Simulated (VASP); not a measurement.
Wanted: the native input for a VASP 6.6.1 run.

- Task: single point
- Functional: PBE
- Potentials or basis: VASP PAW PBE potentials, release 64 (Lu)
- Cutoff: 520 eV
- k mesh: 14 × 14 × 8
- Occupations: fermi-dirac, width 0.08 eV
- Spin: no spin polarisation
- Dipole correction: no
- Further INCAR settings: ALGO = Normal; EDIFF = 1e-07; NBANDS = 32

The structure of Lu lies in POSCAR:

```
Lu
1.0
    3.2775905400      0.0000000000      0.0000000000
   -1.6387952700      2.8384766708      0.0000000000
    0.0000000000      0.0000000000      5.1174205517
Lu
2
Direct
    0.3333333333      0.6666666667      0.2500000000
    0.6666666667      0.3333333333      0.7500000000
```

These files were run (other wordings do the same):

INCAR

```
PREC     = Accurate       # precision mode
ENCUT    = 520            # plane-wave cutoff, eV
EDIFF    = 1E-7           # SCF threshold, eV
ISMEAR   = -1             # smearing method
SIGMA    = 0.08           # smearing width, eV
LREAL    = F              # projectors in reciprocal space
LASPH    = T              # aspherical terms in the spheres
NELM     = 80             # most SCF steps
ALGO     = Normal         # electronic algorithm
ISIF     = 2              # what is computed and relaxed
LWAVE    = F              # write WAVECAR
LCHARG   = F              # write CHGCAR
GGA      = PE             # functional
NBANDS   = 32             # bands
```

KPOINTS

```
Automatic mesh
0
Gamma
  14 14 8
```

Potentials or basis: VASP PAW PBE potentials, release 64 (Lu).

The run is started by

```console
$ cat potpaw_PBE.64/Lu/POTCAR > POTCAR
$ mpirun -np 1 vasp_std > vasp.out
```

It gave:

```json
{
  "Pressure": "13.3 GPa",
  "Band gap on the k mesh": "zero (bands 25 and 26 overlap by 2.10 eV)"
}
```

Caveat: the cell stands under pressure; spin-orbit coupling is left out, which moves the levels of the heavy elements.

Run time: 2.6 min on 1 thread of Oxide Virtual Turin-like Processor, with other jobs on the host, peak memory 0.25 GiB.
